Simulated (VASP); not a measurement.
The system is CrO2.

```xyz
3
Lattice="0.0000 2.3831 2.3831 2.3831 0.0000 2.3831 2.3831 2.3831 0.0000" Properties=species:S:1:pos:R:3 pbc="T T T"
Cr    0.0000    0.0000    0.0000
O     1.1915    1.1915    1.1915
O     3.5746    3.5746    3.5746
```

* Program: VASP 6.6.1
* Task: relaxation of cell and atoms
* Functional: r2SCAN
* Potentials or basis: VASP PAW PBE potentials, release 64 (Cr_pv, O)
* Cutoff: 600 eV
* k mesh: 7 × 7 × 7
* Occupations: fermi-dirac, width 0.05 eV
* Spin: collinear spin, ferromagnetic start
* Starting moments: [3.0, 0.0, 0.0] μB

At the start: pressure -13.8 GPa; volume 9.02 Å³/atom.

Task: Where does the relaxation end?

Result: Over 3 steps the energy falls by 22.7 meV/atom and the volume is 8.53 Å³/atom (-5.5 %); space group Fm-3m (No. 225, to 0.1 Å) before and after; moment 2.00 μB per cell.

Step by step:
```tsv
step	energy change (eV)	largest force (eV/Å)	pressure (GPa)	volume (Å³)
1	0.0000	0.0000	-13.82	27.07
2	0.0114	0.0000	18.68	24.13
3	-0.0680	0.0000	-0.11	25.59
```

Final structure:
```
Cr O
1.0
     0.00000    2.33889    2.33889
     2.33889    0.00000    2.33889
     2.33889    2.33889    0.00000
Cr O
1 2
Direct
  0.00000 0.00000 0.00000
  0.25000 0.25000 0.25000
  0.75000 0.75000 0.75000
```

Caveat: the PAW data sets were made with another functional, which shifts forces and pressure a little; a cell with one magnetic atom can't hold antiferromagnetic order, which such compounds often take.
